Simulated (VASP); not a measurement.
# NbFe2N3 (Amm2) in VASP: further runs, part 2 of 2

VASP 6.6.1.

## Step 3: Single point, PBE

This run uses another cell than the first one, of 13.45 Å³/atom, 1.009 times its volume.

Contents of INCAR:

```
PREC = Accurate
ENCUT = 520
EDIFF = 1E-6
ISMEAR = 0
SIGMA = 0.1
LREAL = False
LASPH = True
NELM = 100
ALGO = Normal
ISIF = 2
LWAVE = False
LCHARG = False
GGA = PE
NBANDS = 31
```

Contents of KPOINTS:

```
regular mesh
0
Gamma
  6 4 4
```

Contents of POSCAR:

```
NbFe2N3
1.0
    2.8693076567      0.0000000000      0.0000000000
    0.0000000000      4.2139347317      3.3372280816
    0.0000000000     -4.2139347317      3.3372280816
Nb Fe N
1 2 3
Direct
    0.5000000000      0.2243904966      0.2243904966
    0.0000000000      0.2594936073      0.6660825375
    0.0000000000      0.6660825375      0.2594936073
    0.0000000000      0.4815193848      0.4815193848
    0.0000000000      0.3706111293      0.9968720500
    0.0000000000      0.9968720500      0.3706111293
```

Potentials or basis: VASP PAW PBE potentials, release 64 (Nb_sv, Fe, N).

Run with:

```console
$ cat potpaw_PBE.64/Nb_sv/POTCAR potpaw_PBE.64/Fe/POTCAR potpaw_PBE.64/N/POTCAR > POTCAR
$ mpirun -np 1 vasp_std > vasp.out
```

OUTCAR:

```text
PREC = Accurate
   ENCUT = 520
   EDIFF = 1E-6
   ISMEAR = 0
   LREAL = False
   LASPH = True
   NELM = 100
   ISIF = 2
   GGA = PE

 ion  position               nearest neighbor table
   1  0.500  0.224  0.224-   5 2.15   6 2.15   5 2.15   6 2.15   4 2.24   4 2.24   3 2.74   3 2.74
                             2 2.74   2 2.74
   2  0.000  0.259  0.666-   4 1.72   5 1.74   6 1.87   1 2.74   1 2.74
   3  0.000  0.666  0.259-   4 1.72   6 1.74   5 1.87   1 2.74   1 2.74
   4  0.000  0.482  0.482-   2 1.72   3 1.72   1 2.24   1 2.24
   5  0.000  0.371  0.997-   2 1.74   3 1.87   1 2.15   1 2.15
[... 1027 lines left out ...]
  Total        0.1609436      1.0673716      1.2203184      0.0000000      0.0000000      0.0000000
  in kB        3.1952396     21.1907065     24.2271848      0.0000000      0.0000000      0.0000000
  external PRESSURE =      16.2043770 kB  Pullay stress =       0.0000000 kB

 VOLUME and BASIS-vectors are now :
 -----------------------------------------------------------------------------
  energy-cutoff  :      520.00
  volume of cell :       80.70
      direct lattice vectors                 reciprocal lattice vectors
     2.869307657  0.000000000  0.000000000     0.348516130  0.000000000  0.000000000
     0.000000000  4.213934732  3.337228082     0.000000000  0.118653950  0.149824941
     0.000000000 -4.213934732  3.337228082     0.000000000 -0.118653950  0.149824941

 POSITION                                       TOTAL-FORCE (eV/Angst)
 -----------------------------------------------------------------------------------
      1.43465      0.00000      1.49768         0.000000      0.000000     -0.128194
      0.00000     -1.71334      3.08886         0.000000     -0.331672     -0.047648
      0.00000      1.71334      3.08886         0.000000      0.331672     -0.047648
      0.00000      0.00000      3.21388         0.000000      0.000000      0.086787
      0.00000     -2.63902      4.56360         0.000000     -0.084709      0.068352
      0.00000      2.63902      4.56360         0.000000      0.084709      0.068352
 -----------------------------------------------------------------------------------
    total drift:                                0.000000      0.000000     -0.001169

  FREE ENERGIE OF THE ION-ELECTRON SYSTEM (eV)
  ---------------------------------------------------
  free  energy   TOTEN  =       -51.5421151658 eV

  energy  without entropy=      -51.5124354125  energy(sigma->0) =      -51.52727529
```

OSZICAR:

```text
N       E                     dE             d eps       ncg     rms          rms(c)
DAV:   1     0.509590737811E+03    0.50959E+03   -0.20907E+04  1736   0.155E+03
DAV:   2     0.128818320398E+02   -0.49671E+03   -0.46426E+03  1848   0.458E+02
DAV:   3    -0.611676548302E+02   -0.74049E+02   -0.69929E+02  2892   0.179E+02
DAV:   4    -0.653820071989E+02   -0.42144E+01   -0.41183E+01  2628   0.420E+01
DAV:   5    -0.656184917579E+02   -0.23648E+00   -0.23573E+00  2959   0.851E+00    0.392E+01
DAV:   6    -0.825740290350E+02   -0.16956E+02   -0.22742E+02  2476   0.167E+02    0.648E+01
DAV:   7    -0.508791588410E+02    0.31695E+02   -0.10337E+02  2377   0.147E+02    0.847E+00
DAV:   8    -0.517016000941E+02   -0.82244E+00   -0.13819E+01  2191   0.220E+01    0.381E+00
DAV:   9    -0.515943418872E+02    0.10726E+00   -0.12002E+00  2913   0.964E+00    0.306E+00
DAV:  10    -0.515429701791E+02    0.51372E-01   -0.23512E-01  2744   0.657E+00    0.125E+00
DAV:  11    -0.515412635676E+02    0.17066E-02   -0.37140E-02  2900   0.200E+00    0.440E-01
DAV:  12    -0.515416893479E+02   -0.42578E-03   -0.42071E-03  2314   0.592E-01    0.167E-01
DAV:  13    -0.515419201049E+02   -0.23076E-03   -0.11813E-03  2888   0.382E-01    0.118E-01
DAV:  14    -0.515420766741E+02   -0.15657E-03   -0.40094E-04  2557   0.223E-01    0.374E-02
DAV:  15    -0.515421054201E+02   -0.28746E-04   -0.81111E-05  2443   0.848E-02    0.185E-02
DAV:  16    -0.515421129104E+02   -0.74902E-05   -0.21847E-05  2700   0.287E-02    0.660E-03
DAV:  17    -0.515421149505E+02   -0.20401E-05   -0.26760E-06  1818   0.130E-02    0.369E-03
DAV:  18    -0.515421151658E+02   -0.21531E-06   -0.47291E-07  1403   0.708E-03
   1 F= -.51542115E+02 E0= -.51527275E+02  d E =-.296798E-01
```

Wall time 32 s (1 thread of Intel Xeon 6975P-C (Granite Rapids), shared host); peak memory 0.22 GiB.

Results:

* Free energy: -51.5421 eV
* Pressure: 1.6 GPa
* Largest force: 0.335 eV/Å
* Band gap on the k mesh: zero (band 22 reaches 5.10 eV, above the bottom of band 23 at 4.43 eV)

Forces in eV/Å, atoms in the order of the input:
```
Nb   0.000  0.000 -0.128
Fe   0.000 -0.332 -0.048
Fe   0.000  0.332 -0.048
N    0.000  0.000  0.087
N    0.000 -0.085  0.068
N    0.000  0.085  0.068
```

Stress tensor (GPa, compression positive):
```
0.32 0.00 0.00
0.00 2.12 0.00
0.00 0.00 2.42
```

Caveat: the k points lie up to 0.36 Å⁻¹ apart; the run has no spin polarisation, though such a crystal can be magnetic. Spin polarisation is off, so any magnetic state and its effect on volume and gap are missing.

## Step 4: Relaxation of cell and atoms, PBE

This run uses another cell than the first one, of 13.45 Å³/atom, 1.009 times its volume.

Contents of INCAR:

```
  PREC = Accurate
  ENCUT = 600
  EDIFF = 1E-7
  ISMEAR = 0
  SIGMA = 0.1
  LREAL = False
  LASPH = True
  NELM = 60
  ALGO = Normal
  ISIF = 3
  LWAVE = False
  LCHARG = False
  GGA = PE
  IBRION = 2
  NSW = 90
  EDIFFG = -0.04
```

Contents of KPOINTS:

```
Automatic mesh
0
Gamma
  6 4 4
```

POSCAR is that of step 3.

Run with:

```console
$ cat potpaw_PBE.64/Nb_sv/POTCAR potpaw_PBE.64/Fe/POTCAR potpaw_PBE.64/N/POTCAR > POTCAR
$ mpirun -np 1 vasp_std > vasp.out
```

Wall time 9.5 min (1 thread of Intel Xeon 6975P-C (Granite Rapids), shared host); peak memory 0.28 GiB.

The run converged. Its results:

| Item | Value |
| --- | --- |
| Free energy | -51.5668 eV |
| Relaxed volume | 13.38 Å³/atom |
| Relaxed cell | a = 2.857 Å, b = 5.341 Å, c = 5.341 Å, α = 99.80°, β = 90.00°, γ = 90.00° |
| Space group after relaxing (to 0.05 Å) | Amm2 (No. 38) |
| Energy gained by relaxing | 3.5 meV/atom |
| Ionic steps | 24 |
| Pressure after relaxing | 0.0 GPa |
| Largest force after relaxing | 0.040 eV/Å |
| Band gap on the k mesh | zero (band 22 reaches 5.04 eV, above the bottom of band 23 at 4.38 eV) |

Forces in eV/Å, atoms in the order of the input:
```
Nb   0.000  0.000  0.004
Fe   0.000  0.000  0.000
Fe   0.000  0.000  0.000
N    0.000  0.000 -0.040
N    0.000  0.003  0.018
N    0.000 -0.003  0.018
```

Stress tensor (GPa, compression positive):
```
-0.01  0.00  0.00
 0.00  0.08  0.00
 0.00  0.00 -0.14
```

The path:
| step | energy change (eV) | largest force (eV/Å) | pressure (GPa) | volume (Å³) |
| --- | --- | --- | --- | --- |
| 1 | 0.0000 | 0.3355 | 1.52 | 80.70 |
| 2 | 0.0099 | 0.4087 | -3.20 | 82.20 |
| 3 | -0.0061 | 0.0823 | -0.34 | 81.26 |
| 4 | -0.0083 | 0.0779 | -0.04 | 81.12 |
| 5 | -0.0087 | 0.1238 | 0.16 | 81.03 |
| 6 | -0.0102 | 0.0862 | 0.16 | 81.03 |
| 7 | -0.0108 | 0.1334 | 0.16 | 81.03 |
| 8 | -0.0121 | 0.1147 | 0.05 | 81.10 |
| 9 | -0.0131 | 0.0979 | -0.07 | 81.17 |
| 10 | -0.0135 | 0.1128 | -0.31 | 81.31 |
| 11 | -0.0136 | 0.0943 | -0.25 | 81.28 |
| 12 | -0.0145 | 0.0900 | -0.12 | 81.17 |
| 13 | -0.0164 | 0.0762 | 0.27 | 80.83 |
| 14 | -0.0167 | 0.0976 | 1.03 | 80.17 |
| 15 | -0.0171 | 0.0802 | 0.72 | 80.45 |
| 16 | -0.0176 | 0.0725 | 0.62 | 80.44 |
| 17 | -0.0187 | 0.0663 | 0.30 | 80.44 |
| 18 | -0.0192 | 0.1260 | -0.33 | 80.43 |
| 19 | -0.0193 | 0.1025 | -0.15 | 80.43 |
| 20 | -0.0197 | 0.0946 | -0.11 | 80.40 |
| 21 | -0.0202 | 0.0755 | 0.01 | 80.33 |
| 22 | -0.0202 | 0.0716 | 0.03 | 80.31 |
| 23 | -0.0204 | 0.0635 | 0.02 | 80.31 |
| 24 | -0.0207 | 0.0400 | -0.02 | 80.31 |

Final structure:
```
CELL_PARAMETERS angstrom
2.85669 0.00000 0.00000
0.00000 4.08579 3.44032
0.00000 -4.08579 3.44032
ATOMIC_POSITIONS crystal
Nb 0.50000 0.22680 0.22680
Fe 0.00000 0.24974 0.67212
Fe 0.00000 0.67212 0.24974
N 0.00000 0.47551 0.47551
N 0.00000 0.38103 0.99378
N 0.00000 0.99378 0.38103
```

Levels at points of the mesh, in eV from the Fermi level:
```tsv
k point	band 19	band 20	band 21	band 22	band 23	band 24	band 25	band 26
(0.00, 0.00, 0.00)	-1.13	-0.72	-0.64	-0.63	-0.34	0.51	0.81	1.73
(0.50, 0.00, 0.00)	-1.02	-0.99	-0.46	0.22	0.91	1.28	1.68	1.97
(0.00, 0.50, 0.00)	-1.11	-0.96	-0.63	-0.17	-0.01	0.71	0.74	0.84
(0.50, 0.50, 0.00)	-0.53	-0.20	0.00	0.07	0.72	1.06	1.40	1.54
(0.00, 0.50, 0.50)	-1.43	-1.42	-1.15	-0.42	-0.30	0.33	1.73	1.73
(0.50, 0.50, 0.50)	-0.43	-0.43	-0.29	0.30	0.61	0.97	1.63	2.09
```

Caveat: the k points lie up to 0.37 Å⁻¹ apart in the final cell; the run has no spin polarisation, though such a crystal can be magnetic.

## Step 5: Summary

```csv
task,cell,cutoff (eV),gap on the mesh (eV),pressure (GPa),largest force (eV/Å)
single point,"a = 2.857, b = 5.334, c = 5.334 Å, angles 100.2, 90.0, 90.0°, 6 atoms",520,none,1.0,0.21
single point,"a = 2.869, b = 5.375, c = 5.375 Å, angles 103.2, 90.0, 90.0°, 6 atoms",520,none,1.6,0.34
relaxation of cell and atoms,"relaxed from a = 2.869, b = 5.375, c = 5.375 Å, angles 103.2, 90.0, 90.0°, 6 atoms",600,none,0.0,0.04
```

Alike in all rows: level PBE; potentials or basis VASP PAW PBE potentials, release 64 (Nb_sv, Fe, N); no spin polarisation; k mesh 6 × 4 × 4; smearing gaussian 0.1 eV.

Caveats: all runs use coarse meshes; the run has no spin polarisation, though such a crystal can be magnetic.

Absolute energies hang on the potentials; compare differences alone.
